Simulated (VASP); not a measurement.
Input of a VASP 6.6.1 run:

The input INCAR:

```
SYSTEM = BaTiO3
  PREC = Accurate
  ENCUT = 520
  EDIFF = 1E-7
  ISMEAR = 0
  SIGMA = 0.02
  LREAL = .False.
  LASPH = .True.
  NELM = 60
  ALGO = Normal
  ISIF = 2
  LWAVE = .False.
  LCHARG = .False.
  GGA = PE
  NBANDS = 28
```

File KPOINTS:

```
Automatic mesh
0
Gamma
  8 8 8
  0 0 0
```

File POSCAR:

```
BaTiO3
1.0
    4.0274131193      0.0000000000      0.0000000000
    0.0000000000      4.0274131193      0.0000000000
    0.0000000000      0.0000000000      4.0274131193
Ba Ti O
1 1 3
Direct
    0.5000000000      0.5000000000      0.5000000000
    0.0000000000      0.0000000000      0.0000000000
    0.5000000000      0.0000000000      0.0000000000
    0.0000000000      0.5000000000      0.0000000000
    0.0000000000      0.0000000000      0.5000000000
```

Potentials or basis: VASP PAW PBE potentials, release 64 (Ba_sv, Ti_sv, O).

Command:

```bash
$ cat potpaw_PBE.64/Ba_sv/POTCAR potpaw_PBE.64/Ti_sv/POTCAR potpaw_PBE.64/O/POTCAR > POTCAR
$ mpirun -np 1 vasp_std > vasp.out
```

Task: Predict the pressure.

Result: 0.7 GPa.

Task: Estimate the band gap on the k mesh.

Result: 1.71 eV, indirect (least direct gap 1.87 eV).

Caveat: spin-orbit coupling is left out, which moves the levels of the heavy elements. PBE gaps usually lie below the measured ones, often by a third to a half.
